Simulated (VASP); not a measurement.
# Co (Fd-3m) in VASP: single point with PBE

Aim: the single point of Co with PBE.

Program: VASP 6.6.1. These are calculated values, not measurements. Logs are shortened: lines on timing, memory, paths and dates and some standing lists are left out, and cuts for length are marked.

### 1 The cell of the first run

Symmetry: Fd-3m, No. 227, cubic system. Conventional cell: a = 6.511 Å, b = 6.511 Å, c = 6.511 Å, α = 90.00°, β = 90.00°, γ = 90.00°. Within 3.6 Å of Co (site symmetry -43m) lie 16 Co at 2.70 to 2.82 Å. Within 3.0 Å of Co (site symmetry -3m) lie 12 Co at 2.30 to 2.70 Å.

This isn't the form of Co at room conditions, which is hcp.

### 2 Single point, PBE, collinear spin, ferromagnetic start

The input, INCAR:

```
SYSTEM = Co
PREC = Accurate
ENCUT = 520
EDIFF = 1E-6
ISMEAR = 0
SIGMA = 0.15
LREAL = .FALSE.
LASPH = .TRUE.
NELM = 150
ALGO = Normal
ISIF = 2
LWAVE = .FALSE.
LCHARG = .FALSE.
ISPIN = 2
MAGMOM = 2.05 2.05 1.96 1.96 1.96 1.96
LORBIT = 11
LMAXMIX = 4
GGA = PE
NBANDS = 40
```

The input, KPOINTS:

```
Automatic mesh
0
G
  12 12 12
  0 0 0
```

The input, POSCAR:

```
Co
1.0
    0.0000000000      3.2556875577      3.2556875577
    3.2556875577      0.0000000000      3.2556875577
    3.2556875577      3.2556875577      0.0000000000
Co
6
Direct
    0.2500000000      0.2500000000      0.2500000000
    0.0000000000      0.0000000000      0.0000000000
    0.6250000000      0.6250000000      0.1250000000
    0.6250000000      0.1250000000      0.6250000000
    0.1250000000      0.6250000000      0.6250000000
    0.6250000000      0.6250000000      0.6250000000
```

Potentials or basis: VASP PAW PBE potentials, release 64 (Co).

Started as:

```console
$ cat potpaw_PBE.64/Co/POTCAR > POTCAR
$ mpirun -np 1 vasp_std > vasp.out
```

OUTCAR:

```text
SYSTEM = Co
   PREC = Accurate
   ENCUT = 520
   EDIFF = 1E-6
   ISMEAR = 0
   LREAL = .FALSE.
   LASPH = .TRUE.
   NELM = 150
   ISIF = 2
   ISPIN = 2
   LORBIT = 11
   GGA = PE

 ion  position               nearest neighbor table
   1  0.250  0.250  0.250-   3 2.70   6 2.70   5 2.70   4 2.70   5 2.70   4 2.70   3 2.70   5 2.70
                             6 2.70   3 2.70   4 2.70   6 2.70   2 2.82   2 2.82   2 2.82   2 2.82
   2  0.000  0.000  0.000-   4 2.70   5 2.70   6 2.70   3 2.70   3 2.70   6 2.70   4 2.70   5 2.70
                             6 2.70   3 2.70   4 2.70   5 2.70   1 2.82   1 2.82   1 2.82   1 2.82
   3  0.625  0.625  0.125-   6 2.30   4 2.30   5 2.30   6 2.30   4 2.30   5 2.30   1 2.70   2 2.70
                             2 2.70   1 2.70   2 2.70   1 2.70
   4  0.625  0.125  0.625-   6 2.30   3 2.30   3 2.30   5 2.30   6 2.30   5 2.30   2 2.70   1 2.70
                             1 2.70   2 2.70   1 2.70   2 2.70
   5  0.125  0.625  0.625-   6 2.30   3 2.30   4 2.30   3 2.30   4 2.30   6 2.30   1 2.70   2 2.70
                             1 2.70   2 2.70   1 2.70   2 2.70
   6  0.625  0.625  0.625-   3 2.30   4 2.30   5 2.30   3 2.30   4 2.30   5 2.30   2 2.70   1 2.70
                             2 2.70   1 2.70   2 2.70   1 2.70

  LATTYP: Found a face centered cubic cell.
 ALAT       =     6.5113751154

  Lattice vectors:

 A1 = (   0.0000000000,   3.2556875577,   3.2556875577)
 A2 = (   3.2556875577,   0.0000000000,   3.2556875577)
 A3 = (   3.2556875577,   3.2556875577,   0.0000000000)

Analysis of symmetry for initial positions (statically):
=====================================================================
 Subroutine PRICEL returns:
 Original cell was already a primitive cell.

 Routine SETGRP: Setting up the symmetry group for a
 face centered cubic supercell.

 Subroutine GETGRP returns: Found 48 space group operations
 (whereof 24 operations were pure point group operations)
 out of a pool of 48 trial point group operations.

The static configuration has the point symmetry T_d .
 The point group associated with its full space group is O_h .

Analysis of symmetry for dynamics (positions and initial velocities):
=====================================================================
 Subroutine PRICEL returns:
 Original cell was already a primitive cell.

 Routine SETGRP: Setting up the symmetry group for a
 face centered cubic supercell.

 Subroutine GETGRP returns: Found 48 space group operations
 (whereof 24 operations were pure point group operations)
 out of a pool of 48 trial point group operations.

The dynamic configuration has the point symmetry T_d .
 The point group associated with its full space group is O_h .

Analysis of structural, dynamic, and magnetic symmetry:
=====================================================================
 Subroutine PRICEL returns:
 Original cell was already a primitive cell.

 Routine SETGRP: Setting up the symmetry group for a
 face centered cubic supercell.

 Subroutine GETGRP returns: Found 48 space group operations
 (whereof 24 operations were pure point group operations)
 out of a pool of 48 trial point group operations.

The overall configuration has the point symmetry T_d .
 The point group associated with its full space group is O_h .

 Subroutine INISYM returns: Found 48 space group operations
 (whereof 24 operations are pure point group operations),
 and found     1 'primitive' translations

----------------------------------------------------------------------------------------

                                     Primitive cell

  volume of cell :      69.0173

  direct lattice vectors                    reciprocal lattice vectors
     0.000000000  3.255687558  3.255687558    -0.153577391  0.153577391  0.153577391
     3.255687558  0.000000000  3.255687558     0.153577391 -0.153577391  0.153577391
     3.255687558  3.255687558  0.000000000     0.153577391  0.153577391 -0.153577391

  length of vectors
     4.604237499  4.604237499  4.604237499     0.266003844  0.266003844  0.266003844

  position of ions in fractional coordinates (direct lattice)
     0.250000000  0.250000000  0.250000000
     0.000000000  0.000000000  0.000000000
     0.625000000  0.625000000  0.125000000
     0.625000000  0.125000000  0.625000000
     0.125000000  0.625000000  0.625000000
     0.625000000  0.625000000  0.625000000

  ion indices of the primitive-cell ions
   primitive index   ion index
                 1           1
                 2           2
                 3           3
                 4           4
                 5           5
                 6           6

----------------------------------------------------------------------------------------

 KPOINTS: Automatic mesh

Automatic generation of k-mesh.
 Grid dimensions read from file:
 generate k-points for:   12   12   12

 Generating k-lattice:

  Cartesian coordinates                     Fractional coordinates (reciprocal lattice)
    -0.012798116  0.012798116  0.012798116     0.083333333  0.000000000  0.000000000
     0.012798116 -0.012798116  0.012798116     0.000000000  0.083333333  0.000000000
     0.012798116  0.012798116 -0.012798116     0.000000000  0.000000000  0.083333333

  Length of vectors
     0.022166987  0.022166987  0.022166987

  Shift w.r.t. Gamma in fractional coordinates (k-lattice)
     0.000000000  0.000000000  0.000000000

 Subroutine IBZKPT returns following result:
 ===========================================

 Found     72 irreducible k-points:

 Following reciprocal coordinates:
            Coordinates               Weight
  0.000000  0.000000  0.000000      1.000000
  0.083333  0.000000  0.000000      8.000000
  0.166667  0.000000  0.000000      8.000000
  0.250000  0.000000  0.000000      8.000000
  0.333333  0.000000  0.000000      8.000000
  0.416667  0.000000  0.000000      8.000000
[... 16 lines left out ...]
  0.500000  0.166667  0.000000     24.000000
 -0.416667  0.166667  0.000000     24.000000
 [... further k-points ...]
   k-points           NKPTS =     72   k-points in BZ     NKDIM =     72   number of bands    NBANDS=     40
   number of dos      NEDOS =    301   number of ions     NIONS =      6
   total plane-waves  NPLWV =  46656
   dimension x,y,z NGX =    36 NGY =   36 NGZ =   36
   dimension x,y,z NGXF=    72 NGYF=   72 NGZF=   72
   ions per type =               6
   NGX,Y,Z   is equivalent  to a cutoff of  13.00, 13.00, 13.00 a.u.
   NGXF,Y,Z  is equivalent  to a cutoff of  26.00, 26.00, 26.00 a.u.
 SYSTEM =  Co
   PREC   = accura    normal or accurate (medium, high low for compatibility)
   ISTART =      0    job   : 0-new  1-cont  2-samecut
   ICHARG =      2    charge: 1-file 2-atom 10-const
   ISPIN  =      2    spin polarized calculation?
   LNONCOLLINEAR =      F non collinear calculations
   LSORBIT =      F    spin-orbit coupling
   LASPH  =      T    aspherical Exc in radial PAW
   ENCUT  =  520.0 eV  38.22 Ry    6.18 a.u.   8.56  8.56  8.56*2*pi/ulx,y,z
   NELM   =    150;   NELMIN=  2; NELMDL= -5     # of ELM steps
   EDIFF  = 0.1E-05   stopping-criterion for ELM
   LREAL  =      F    real-space projection
   EDIFFG = 0.1E-04   stopping-criterion for IOM
   NSW    =      0    number of steps for IOM
   IBRION =     -1    ionic relax: 0-MD 1-quasi-New 2-CG
   NFREE  =      0    steps in history (QN), initial steepest desc. (CG)
   ISIF   =      2    stress and relaxation
   ISYM   =      2    0-nonsym 1-usesym 2-fastsym
   POTIM  = 0.5000    time-step for ionic-motion
   TEBEG  =    0.0;   TEEND  =   0.0 temperature during run
   PSTRESS=    0.0 pullay stress
   NELECT =      54.0000    total number of electrons
   NUPDOWN=      -1.0000    fix difference up-down
   EMIN   =  10.00;   EMAX   =-10.00  energy-range for DOS
   EFERMI =   0.00;   METHOD = LEGACY
   ISMEAR =     0;   SIGMA  =   0.15  broadening in eV -4-tet -1-fermi 0-gaus
   EFERMI_NEDOS =   21; number of points for ismear=-14 and -15
   IALGO  =     38    algorithm
   IMIX   =      4    mixing-type and parameters
     AMIX     =   0.40;   BMIX     =  1.00
     AMIX_MAG =   1.60;   BMIX_MAG =  1.00
  volume/ion in A,a.u.               =      11.50        77.63
  Fermi-wavevector in a.u.,A,eV,Ry     =   1.508528  2.850705 30.962188  2.275657
  Thomas-Fermi vector in A             =   2.618970
   LORBIT       =     11    0 simple, 1 ext, 2 COOP (PROOUT), +10 PAW based schemes
   GGA     = PE    functional components
   LHFCALC =     F    Hartree Fock is set to
   AEXX    =    0.0000 exact exchange contribution
   IVDW    =     0    specifies the selected vdW correction
   LEPSILON=     F    determine dielectric tensor
   LRPA    =     F    only Hartree local field effects (RPA)
 spin polarized calculation
 Gauss-broadening in eV      SIGMA  =   0.15
  energy-cutoff  :      520.00
  volume of cell :       69.02
 maximum number of plane-waves:      1880
 NGX is ok and might be reduce to    36
   NGX = 17   NGY = 17   NGZ = 17

 number of electron      54.0000013 magnetization       9.9467246

 number of electron      54.0000013 magnetization      10.3489979

 Free energy of the ion-electron system (eV)
  ---------------------------------------------------
  ext. energy  EPLUGINS =         0.00000000
  ---------------------------------------------------
  free energy    TOTEN  =       -41.06893761 eV

  energy without entropy =      -40.98830369  energy(sigma->0) =      -41.02862065

 E-fermi :   9.7670     XC(G=0): -13.0297

 val. band max:        9.7660023987   @ k =   0.4167   0.2500   0.0000
 cond. band min:       9.7677846475   @ k =  -0.3333   0.3333   0.0833
 fundamental gap:      0.0017822488
 Fermi energy:         9.7670162627

 spin component 1

 k-point     1 :       0.0000    0.0000    0.0000
  band No.  band energies     occupation
      1       0.8315      1.00000
      2       3.5974      1.00000
      3       4.7275      1.00000
      4       4.7275      1.00000
      5       4.7275      1.00000
      6       5.3536      1.00000
[... 31 lines left out ...]
     38      15.9775      0.00000
     39      16.5412      0.00000
[... 964 lines left out ...]
     38      17.1803      0.00000
     39      18.2743      0.00000

 [... further k-points ...]

 spin component 2

 k-point     1 :       0.0000    0.0000    0.0000
  band No.  band energies     occupation
      1       0.8661      1.00000
      2       4.7662      1.00000
      3       5.9450      1.00000
      4       5.9450      1.00000
      5       5.9450      1.00000
      6       6.6295      1.00000
[... 31 lines left out ...]
     38      16.7702      0.00000
     39      17.3745      0.00000
[... 964 lines left out ...]
     38      17.8466      0.00000
     39      18.8835      0.00000

 [... further k-points ...]

 [bands above 39 left out]

------------------------ aborting loop because EDIFF is reached ----------------------------------------

  FORCE on cell =-STRESS in cart. coord.  units (eV):
  Direction    XX          YY          ZZ          XY          YZ          ZX
  --------------------------------------------------------------------------------------
  -------------------------------------------------------------------------------------
  Total       -0.2849074     -0.2849074     -0.2849074      0.0000000      0.0000000      0.0000000
  in kB       -6.6138784     -6.6138784     -6.6138784      0.0000000      0.0000000      0.0000000
  external PRESSURE =      -6.6138784 kB  Pullay stress =       0.0000000 kB

 VOLUME and BASIS-vectors are now :
 -----------------------------------------------------------------------------
  energy-cutoff  :      520.00
  volume of cell :       69.02
      direct lattice vectors                 reciprocal lattice vectors
     0.000000000  3.255687558  3.255687558    -0.153577391  0.153577391  0.153577391
     3.255687558  0.000000000  3.255687558     0.153577391 -0.153577391  0.153577391
     3.255687558  3.255687558  0.000000000     0.153577391  0.153577391 -0.153577391

 POSITION                                       TOTAL-FORCE (eV/Angst)
 -----------------------------------------------------------------------------------
      1.62784      1.62784      1.62784        -0.000000     -0.000000     -0.000000
      0.00000      0.00000      0.00000         0.000000      0.000000      0.000000
      2.44177      2.44177      4.06961         0.000000     -0.000000     -0.000000
      2.44177      4.06961      2.44177        -0.000000      0.000000     -0.000000
      4.06961      2.44177      2.44177        -0.000000      0.000000     -0.000000
      4.06961      4.06961      4.06961         0.000000      0.000000     -0.000000
 -----------------------------------------------------------------------------------
    total drift:                                0.000000      0.000000      0.000000

  FREE ENERGIE OF THE ION-ELECTRON SYSTEM (eV)
  ---------------------------------------------------
  free  energy   TOTEN  =       -41.0689376126 eV

  energy  without entropy=      -40.9883036942  energy(sigma->0) =      -41.02862065

 total charge

# of ion       s       p       d       tot
------------------------------------------
    1        0.387   0.387   7.177   7.951
    2        0.387   0.387   7.177   7.951
    3        0.529   0.555   7.286   8.370
    4        0.529   0.555   7.286   8.370
    5        0.529   0.555   7.286   8.370
    6        0.529   0.555   7.286   8.370
--------------------------------------------------
tot          2.889   2.994  43.498  49.381

 magnetization (x)

# of ion       s       p       d       tot
------------------------------------------
    1       -0.007  -0.039   1.853   1.808
    2       -0.007  -0.039   1.853   1.808
    3       -0.009  -0.053   1.779   1.718
    4       -0.009  -0.053   1.779   1.718
    5       -0.009  -0.053   1.779   1.718
    6       -0.009  -0.053   1.779   1.718
--------------------------------------------------
tot         -0.048  -0.290  10.823  10.486
```

Run time: 6.9 min. Hardware: 1 thread of Intel Xeon Platinum 8488C (Sapphire Rapids), shared host; peak memory 0.41 GiB.

What came out:

| Item | Value |
| --- | --- |
| Free energy | -41.0689 eV |
| Pressure | -0.7 GPa |
| Net moment | 10.35 μB per cell |
| Site moments | Co +1.81, +1.72 (each value once) μB |
| Valence electrons inside the program's atomic spheres | Co 7.95, 8.37 (each value once) |
